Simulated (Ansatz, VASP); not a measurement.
WS2 in VASP and in Ansatz

```
CELL_PARAMETERS angstrom
3.15418 0.00000 0.00000
-1.57709 2.73160 0.00000
0.00000 0.00000 12.26738
ATOMIC_POSITIONS crystal
W 0.33333 0.66667 0.75000
W 0.66667 0.33333 0.25000
S 0.33333 0.66667 0.12152
S 0.66667 0.33333 0.62152
S 0.33333 0.66667 0.37848
S 0.66667 0.33333 0.87848
```

Change from the starting cell: strain along c alone, the other axes held, atoms relaxed: +1.0 %.

Alike in both runs: functional PBE; dispersion D3(BJ); k mesh 12 × 12 × 4; occupations gaussian, width 0.02 eV; no spin polarisation.

Ansatz relaxed the structure, and its values are those at the end. VASP's run is a single point on that final structure, the one shown.

|  | VASP | Ansatz |
| --- | --- | --- |
| version | VASP 6.6.1 | Ansatz 0.2.0 |
| potentials or method | VASP PAW PBE potentials, release 64 (W_sv, S), cutoff 520 eV | scalar-relativistic, plane waves, PAW |
| valence electrons in the cell | 52 | 52 |

```csv
,VASP,Ansatz,Ansatz less VASP
gap on the k mesh at the Fermi level (eV),0.96,0.95,-0.016
least direct gap on the mesh (eV),1.85,1.84,-0.003
pressure (GPa),-0.3,-0.3,+0.03
```

Ansatz's warnings: stress scf threshold loose.

Spin-orbit coupling is off throughout.
